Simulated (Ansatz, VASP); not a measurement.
HfB2 in VASP and in Ansatz

The input INCAR:

```
SYSTEM = HfB2
ALGO = Normal
EDIFF = 1E-8
ENCUT = 520
GGA = PE
ISIF = 2
ISMEAR = -1
LASPH = .True.
LCHARG = .False.
LEFG = .True.
LREAL = .False.
LWAVE = .False.
NBANDS = 15
NELM = 80
PREC = Accurate
SIGMA = 0.05
```

KPOINTS

```
k-points
0
Gamma
  13 13 11
  0 0 0
```

Contents of POSCAR:

```
HfB2
1.0
    3.1189256393      0.0000000000      0.0000000000
   -1.5594628197      2.7010688362      0.0000000000
    0.0000000000      0.0000000000      3.4566435916
Hf B
1 2
Direct
    0.0000000000      0.0000000000      0.0000000000
    0.3333333333      0.6666666667      0.5000000000
    0.6666666667      0.3333333333      0.5000000000
```

Input for Ansatz:

```yaml
crystal:
  lattice:
    - [3.1189256393, 0.0, 0.0]
    - [-1.5594628197, 2.7010688362, 0.0]
    - [0.0, 0.0, 3.4566435916]
  atoms:
    - { symbol: Hf, position: [0.0, 0.0, 0.0] }
    - { symbol: B, position: [0.3333333333, 0.6666666667, 0.5] }
    - { symbol: B, position: [0.6666666667, 0.3333333333, 0.5] }
kpoints:
  mp_grid: { grid: [13, 13, 11] }
scf:
  occupations: { method: fermi_dirac, width: 0.05 }
hamiltonian:
  xc: pbe
  pseudopotentials: { kind: paw }
output:
  forces: true
  stress: true
  eigenvalues: true
  efg: { contact_densities: true }
```

Change from the starting cell: volume scaled by 0.98, PAW files.

Alike in both runs: task electric field gradients; functional PBE; k mesh 13 × 13 × 11; occupations fermi-dirac, width 0.05 eV; no spin polarisation.

```csv
,VASP,Ansatz
version,VASP 6.6.1,Ansatz 0.2.0
potentials or method,"VASP PAW PBE potentials, release 64 (Hf_pv, B)","PAW with Ansatz's default frozen-core files, scalar-relativistic"
plane-wave cutoff (eV),520,420
valence electrons in the cell,16,32
```

```csv
,VASP,Ansatz,Ansatz less VASP
pressure (GPa),6.4,6.7,+0.32
"traceless stress, the component that is largest in VASP (GPa)",-0.18,-0.43,-0.241
size of Vzz on the site where it differs most (V/Å²),77.5,106.2,+28.71
```

The functional is the same, so the differences come from potentials, cutoffs and numerics. VASP's potentials hold 16 valence electrons a cell and Ansatz's 32, so a difference there can come from the potentials and not from the codes.

Neither program's run includes spin-orbit coupling.
